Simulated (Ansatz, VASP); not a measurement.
## Se: VASP beside Ansatz

POSCAR

```
Se
1.0
    4.8681583976      0.0000000000      0.0000000000
    0.0000000000      7.9093295400      0.0000000000
    0.0000000000      0.0000000000      2.7402019956
Se
4
Direct
    0.6740806000      0.4010458100      0.2638364000
    0.8259194000      0.9010458100      0.7361636000
    0.3259194000      0.5989541900      0.2638364000
    0.1740806000      0.0989541900      0.7361636000
```

File INCAR.step1:

```
SYSTEM = Se
ALGO = Normal ; EDIFF = 1E-4
ENCUT = 600 ; GGA = PE
ISMEAR = 0 ; LASPH = .True.
LCHARG = .False. ; LREAL = .False.
LWAVE = .True. ; NELM = 100
PREC = Accurate ; SIGMA = 0.1
```

The input INCAR.step2:

```
SYSTEM = Se
ALGO = Normal ; EDIFF = 1E-7
EDIFFG = -0.04 ; ENCUT = 600
IBRION = 2 ; ISIF = 3
ISMEAR = 0 ; ISTART = 1
LASPH = .True. ; LCHARG = .False.
LMIXTAU = .True. ; LREAL = .False.
LWAVE = .False. ; METAGGA = R2SCAN
NELM = 100 ; NSW = 90
PREC = Accurate ; SIGMA = 0.1
```

File KPOINTS:

```
k-points
0
Gamma
  4 2 6
  0 0 0
```

Input for Ansatz:

```yaml
crystal:
  lattice:
    - [4.8681583976, 0.0, 0.0]
    - [0.0, 7.90932954, 0.0]
    - [0.0, 0.0, 2.7402019956]
  atoms:
    - { symbol: Se, position: [0.6740806, 0.40104581, 0.2638364] }
    - { symbol: Se, position: [0.8259194, 0.90104581, 0.7361636] }
    - { symbol: Se, position: [0.3259194, 0.59895419, 0.2638364] }
    - { symbol: Se, position: [0.1740806, 0.09895419, 0.7361636] }
basis:
  ecutwfc: 500
kpoints:
  mp_grid: { grid: [4, 2, 6] }
hamiltonian:
  xc: r2scan
scf:
  occupations: { method: gaussian, width: 0.1 }
  lower_state_search: "off"
output:
  forces: true
  stress: true
  eigenvalues: true
relax:
  adjacent_minimum: "off"
  f_tol: 0.04
  max_steps: 70
  cell: { stress_tol: 0.4 }
```

Alike in both runs: task relaxation of cell and atoms; functional r2SCAN; k mesh 4 × 2 × 6; occupations gaussian, width 0.1 eV; no spin polarisation.

```csv
,VASP,Ansatz
version,VASP 6.6.1,Ansatz 0.2.0
potentials or method,"VASP PAW PBE potentials, release 64 (Se), cutoff 600 eV","scalar-relativistic, plane waves, PAW"
valence electrons in the cell,24,64
```

VASP gave:

```
gap on the k mesh at the Fermi level, each at its own relaxed structure (eV) : none
relaxed volume (Å³/atom)                                                     : 26.37
relaxed cell length with the largest relative difference (Å)                 : 4.727
```

What did Ansatz give for the same quantities?

gap on the k mesh at the Fermi level, each at its own relaxed structure (eV): none; relaxed volume (Å³/atom): 26.41; relaxed cell length with the largest relative difference (Å): 4.738.

VASP's potentials were made for PBE, not for r2SCAN. A gap of «none» marks a metal or a gap that the smearing closes. VASP's potentials hold 24 valence electrons a cell and Ansatz's 64, so a difference there can come from the potentials and not from the codes.

The k mesh is coarse, so the values compare programs but aren't converged.
